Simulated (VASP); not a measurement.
Write the native input for VASP 6.6.1 that does the following.

* Task: single point
* Functional: r2SCAN
* Potentials or basis: VASP PAW PBE potentials, release 64 (Zn, O)
* Cutoff: 520 eV
* k mesh: 12 × 12 × 6
* Occupations: gaussian, width 0.01 eV
* Spin: no spin polarisation
* Dipole correction: no
* Further INCAR settings: ALGO = Normal; EDIFF = 1e-06; NBANDS = 26

ZnO:

```
CELL_PARAMETERS angstrom
3.23534 0.00000 0.00000
-1.61767 2.80189 0.00000
0.00000 0.00000 5.21095
ATOMIC_POSITIONS crystal
Zn 0.33333 0.66667 0.99765
Zn 0.66667 0.33333 0.49765
O 0.33333 0.66667 0.37735
O 0.66667 0.33333 0.87735
```

These files were run (other wordings do the same):

POSCAR

```
ZnO
1.0
    3.2353408696      0.0000000000      0.0000000000
   -1.6176704348      2.8018873830      0.0000000000
    0.0000000000      0.0000000000      5.2109518159
Zn O
2 2
Direct
    0.3333333333      0.6666666667     -0.0023477545
    0.6666666667      0.3333333333      0.4976522455
    0.3333333333      0.6666666667      0.3773477545
    0.6666666667      0.3333333333      0.8773477545
```

INCAR.step1

```
SYSTEM = ZnO
PREC = Accurate
ENCUT = 520
ISMEAR = 0
SIGMA = 0.01
LREAL = .False.
LASPH = .True.
NELM = 80
NBANDS = 26
GGA = PE
ALGO = Normal
EDIFF = 1E-4
LWAVE = .True.
LCHARG = .False.
```

INCAR.step2

```
SYSTEM = ZnO
PREC = Accurate
ENCUT = 520
EDIFF = 1E-6
ISMEAR = 0
SIGMA = 0.01
LREAL = .False.
LASPH = .True.
NELM = 80
ALGO = Normal
ISIF = 2
LWAVE = .False.
LCHARG = .True.
METAGGA = R2SCAN
LMIXTAU = .True.
LELF = .True.
LVHAR = .True.
NBANDS = 26
ISTART = 1
```

KPOINTS

```
Automatic mesh
0
Gamma
  12 12 6
  0 0 0
```

Potentials or basis: VASP PAW PBE potentials, release 64 (Zn, O).

The run is started by

```bash
$ cat potpaw_PBE.64/Zn/POTCAR potpaw_PBE.64/O/POTCAR > POTCAR
$ cp INCAR.step1 INCAR
$ mpirun -np 1 vasp_std > vasp.out
$ cp INCAR.step2 INCAR
$ mpirun -np 1 vasp_std > vasp.out
```

It gave:

- Pressure: 1.0 GPa
- Largest force: 0.003 eV/Å
- Band gap on the k mesh: 1.23 eV

Caveat: the PAW data sets were made with another functional, which shifts forces and pressure a little.

It took 6.7 min on 1 thread of AMD EPYC 7R43 64-Core Processor (Zen 3) (shared host), peak memory 0.18 GiB.
